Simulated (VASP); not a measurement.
BN: single point with PBE+D3(BJ)

Crystal: BN.

```
CELL_PARAMETERS angstrom
2.43151 0.00000 0.00000
-1.21575 2.10575 0.00000
0.00000 0.00000 7.12888
ATOMIC_POSITIONS crystal
B 0.00000 0.00000 0.50000
B 0.33333 0.66667 0.00000
N 0.00000 0.00000 0.00000
N 0.66667 0.33333 0.50000
```

This cell differs from its parent crystal: ratio of the length along z to the lengths across it x 1.1, volume and fractional coordinates fixed.

```json
{
  "Program": "VASP 6.6.1",
  "Task": "single point",
  "Functional": "PBE",
  "Dispersion": "D3(BJ)",
  "Potentials or basis": "VASP PAW PBE potentials, release 64 (B, N)",
  "Cutoff": "520 eV",
  "k mesh": "12 × 12 × 4",
  "Occupations": "gaussian, width 0.05 eV",
  "Spin": "no spin polarisation",
  "Dipole correction": "no",
  "Further INCAR settings": "ALGO = Normal; EDIFF = 1e-06; NBANDS = 16"
}
```

* Pressure: 22.8 GPa
* Band gap on the k mesh: 4.61 eV, indirect (least direct gap 4.81 eV)
* Dispersion energy per atom: -0.137 eV

Stress tensor (GPa, compression positive):
```
35.18  0.00  0.00
 0.00 35.18  0.00
 0.00  0.00 -1.87
```

Levels at points of the mesh, in eV from the valence-band top:
```tsv
k point	band 5	band 6	band 7	band 8	band 9	band 10	band 11	band 12
(0.00, 0.00, 0.00)	-1.26	-1.26	-1.22	-1.22	4.79	9.54	12.30	12.30
(0.50, 0.00, 0.00)	-4.31	-4.26	-1.24	-0.85	4.61	5.46	10.44	10.66
(0.00, 0.00, 0.50)	-1.26	-1.26	-1.22	-1.22	6.81	6.83	12.31	12.31
(0.50, 0.00, 0.50)	-4.30	-4.26	-1.05	-1.00	4.88	4.90	10.75	10.77
```

It took 13 s on 1 thread of Intel(R) Xeon(R) 6975P-C (Granite Rapids), with other jobs on the host, peak memory 0.16 GiB.

 A k mesh can miss the band edges.
